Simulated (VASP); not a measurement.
Set up this calculation in VASP 6.6.1, as the native input.

```yaml
Task: single point
Functional: PBEsol
Potentials_or_basis: VASP PAW PBE potentials, release 64 (Cd, F)
Cutoff: 520 eV
k_mesh: 9 × 9 × 9
Occupations: fermi-dirac, width 0.05 eV
Spin: non-collinear spin, zero start, spin-orbit coupling
Starting_moments: "[[0.0, 0.0, 0.0], [0.0, 0.0, 0.0], [0.0, 0.0, 0.0]] μB"
Dipole_correction: no
Further_INCAR_settings: ALGO = Normal; EDIFF = 1e-06; NBANDS = 39
```

The structure of CdF2 lies in POSCAR:

```
CdF2
1.0
    0.0000000000      2.6940000000      2.6940000000
    2.6940000000      0.0000000000      2.6940000000
    2.6940000000      2.6940000000      0.0000000000
Cd F
1 2
Direct
    0.0000000000      0.0000000000      0.0000000000
    0.7500000000      0.7500000000      0.7500000000
    0.2500000000      0.2500000000      0.2500000000
```

These files were run (other wordings do the same):

INCAR

```
SYSTEM = CdF2
  PREC = Accurate
  ENCUT = 520
  EDIFF = 1E-6
  ISMEAR = -1
  SIGMA = 0.05
  LREAL = .False.
  LASPH = .True.
  NELM = 150
  ALGO = Normal
  ISIF = 2
  LWAVE = .False.
  LCHARG = .True.
  MAGMOM = 0 0 0 0 0 0 0 0 0
  LORBIT = 11
  LSORBIT = .True.
  GGA_COMPAT = .False.
  LORBMOM = .True.
  GGA = PS
  LVHAR = .True.
  NBANDS = 39
```

KPOINTS

```
Automatic mesh
0
Gamma
  9 9 9
  0 0 0
```

Potentials or basis: VASP PAW PBE potentials, release 64 (Cd, F).

Launch:

```console
$ cat potpaw_PBE.64/Cd/POTCAR potpaw_PBE.64/F/POTCAR > POTCAR
$ mpirun -np 1 vasp_ncl > vasp.out
```

Results of the run:

The pressure is 0.5 GPa. The net moment is 0.00 μB per cell and the valence electrons inside the program's atomic spheres are Cd 10.12; F 6.06.

Caveat: the PAW data sets were made with another functional, which shifts forces and pressure a little.

Run time: 3.1 min on 1 thread of AMD EPYC 7R13, with other jobs on the host, peak memory 0.25 GiB.
